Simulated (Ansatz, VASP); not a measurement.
**Two plane-wave programs on Si**

File INCAR:

```
SYSTEM = Si
  PREC = Accurate
  ENCUT = 500
  EDIFF = 1E-6
  ISMEAR = 0
  SIGMA = 1.0
  LREAL = .FALSE.
  LASPH = .TRUE.
  NELM = 120
  ALGO = Normal
  ISIF = 2
  LWAVE = .FALSE.
  LCHARG = .FALSE.
  GGA = PE
  NBANDS = 11
  GGA_COMPAT = .FALSE.
```

The input KPOINTS:

```
Automatic mesh
0
G
  10 10 10
  0 0 0
```

Contents of POSCAR:

```
Si
1.0
    0.0000000000      2.7354874751      2.7354874751
    2.7354874751      0.0000000000      2.7354874751
    2.7354874751      2.7354874751      0.0000000000
Si
2
Direct
    0.5000000000      0.5000000000      0.5000000000
    0.7500000000      0.7500000000      0.7500000000
```

Input for Ansatz:

```yaml
crystal:
  lattice:
    - [0.0, 2.7354874751, 2.7354874751]
    - [2.7354874751, 0.0, 2.7354874751]
    - [2.7354874751, 2.7354874751, 0.0]
  atoms:
    - { symbol: Si, position: [0.5, 0.5, 0.5] }
    - { symbol: Si, position: [0.75, 0.75, 0.75] }
hamiltonian:
  xc: pbe
  pseudopotentials:
    kind: paw
    azcp:
      Si: "pseudopotentials/Si.paw.azcp"
basis:
  ecutwfc: 420
  fft_grid_basis: typed
kpoints:
  mp_grid: { grid: [10, 10, 10], shift: [0, 0, 0] }
magnetization:
  spin_polarized: false
scf:
  occupations: { method: gaussian, width: 1.0 }
  lower_state_search: "off"
output:
  stress: true
```

Alike in both runs: task single point; functional PBE; k mesh 10 × 10 × 10; occupations gaussian, width 1 eV; no spin polarisation.

```csv
,VASP,Ansatz
version,VASP 6.6.1,Ansatz 0.2.0
potentials or method,"VASP PAW PBE potentials, release 64 (Si), cutoff 500 eV","plane waves (420 eV) with PAW, scalar-relativistic"
valence electrons in the cell,8,8
```

VASP gave:

- pressure (GPa): -0.2

Task: What did Ansatz give for the same quantities?

Result: Pressure (GPa): -0.1.
